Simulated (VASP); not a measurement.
# K2S: elastic constants with PBEsol

Crystal: K2S.

```
K S
1.0
     0.00000    3.66791    3.66791
     3.66791    0.00000    3.66791
     3.66791    3.66791    0.00000
K S
2 1
Cartesian
  1.8340 1.8340 1.8340
  5.5019 5.5019 5.5019
  0.0000 0.0000 0.0000
```

```yaml
Program: VASP 6.6.1
Task: elastic constants
Functional: PBEsol
Potentials_or_basis: VASP PAW PBE potentials, release 64 (K_sv, S)
Cutoff: 500 eV
k_mesh: 6 × 6 × 6
Occupations: gaussian, width 0.01 eV
Spin: no spin polarisation
Dipole_correction: no
Ions_in_elastic_constants: relaxed
Further_INCAR_settings: ALGO = Normal; EDIFF = 1e-08; NBANDS = 19; IBRION = 6; POTIM = 0.015; NSW = 1; ISIF = 3
```

```
Elastic constants C11, C12, C44                         : 36, 12, 9 GPa
Voigt bulk modulus                                      : 20 GPa
Highest phonon frequency at Γ, LO-TO splitting left out : 167 cm⁻¹
```

Phonon frequencies in cm⁻¹ (negative: imaginary):
```
              q point                    frequencies
(0.000, 0.000, 0.000)  0 0 0 128 128 128 167 167 167
```

Elastic tensor in Voigt notation (GPa, in the Cartesian axes of the cell as first typed):
```
36 12 12  0  0  0
12 36 12  0  0  0
12 12 36  0  0  0
 0  0  0  9  0  0
 0  0  0  0  9  0
 0  0  0  0  0  9
```

Clamped-ion elastic tensor (GPa):
```
36 12 12  0  0  0
12 36 12  0  0  0
12 12 36  0  0  0
 0  0  0 12  0  0
 0  0  0  0 12  0
 0  0  0  0  0 12
```

It took 11 min on 1 thread of Intel(R) Xeon(R) 6975P-C (Granite Rapids) (shared host), peak memory 0.37 GiB.

Caveat: the PAW data sets were made with another functional, which shifts forces and pressure a little.
